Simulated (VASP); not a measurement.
Set up this calculation in VASP 6.6.1, as the native input.

| Quantity | Value |
| --- | --- |
| Task | single point |
| Functional | LDA |
| Potentials or basis | VASP PAW LDA potentials, release 64 (Ba_sv, Ti_sv, Bi_d, O) |
| Cutoff | 520 eV |
| k mesh | 6 × 6 × 3 |
| Occupations | fermi-dirac, width 0.15 eV |
| Spin | no spin polarisation |
| Dipole correction | no |
| Further INCAR settings | ALGO = Normal; EDIFF = 1e-07; NBANDS = 44 |

The structure of BaTi2Bi2O lies in POSCAR:

```
BaTi2Bi2O
1.0
    4.1153140000      0.0000000000      0.0000000000
    0.0000000000      4.1153140000      0.0000000000
    0.0000000000      0.0000000000      8.7072780000
Ba Ti Bi O
1 2 2 1
Direct
    0.5000000000      0.5000000000      0.5000000000
    0.0000000000      0.5000000000      0.0000000000
    0.5000000000      0.0000000000      0.0000000000
    0.0000000000      0.0000000000      0.2475640000
    0.0000000000      0.0000000000      0.7524360000
    0.5000000000      0.5000000000      0.0000000000
```

One way to write it, as run:

INCAR

```
SYSTEM = BaTi2Bi2O
ALGO = Normal ; EDIFF = 1E-7
ENCUT = 520 ; ISIF = 2
ISMEAR = -1 ; LASPH = .TRUE.
LCHARG = .TRUE. ; LELF = .TRUE.
LREAL = .FALSE. ; LVHAR = .TRUE.
LWAVE = .FALSE. ; NBANDS = 44
NELM = 100 ; PREC = Accurate
SIGMA = 0.15
```

KPOINTS

```
k-points
0
G
  6 6 3
  0 0 0
```

Potentials or basis: VASP PAW LDA potentials, release 64 (Ba_sv, Ti_sv, Bi_d, O).

Run with:

```bash
$ cat potpaw_LDA.64/Ba_sv/POTCAR potpaw_LDA.64/Ti_sv/POTCAR potpaw_LDA.64/Bi_d/POTCAR potpaw_LDA.64/O/POTCAR > POTCAR
$ mpirun -np 1 vasp_std > vasp.out
```

It gave:

```
Pressure               : -5.6 GPa
Largest force          : 0.355 eV/Å
Band gap on the k mesh : zero (bands 35 and 36 overlap by 0.53 eV)
```

Caveat: the cell stands under tension; spin-orbit coupling is left out, which moves the levels of the heavy elements.

Run time: 2.3 min on 1 thread of AMD EPYC 7R43 64-Core Processor (Zen 3) (shared host), peak memory 0.26 GiB.
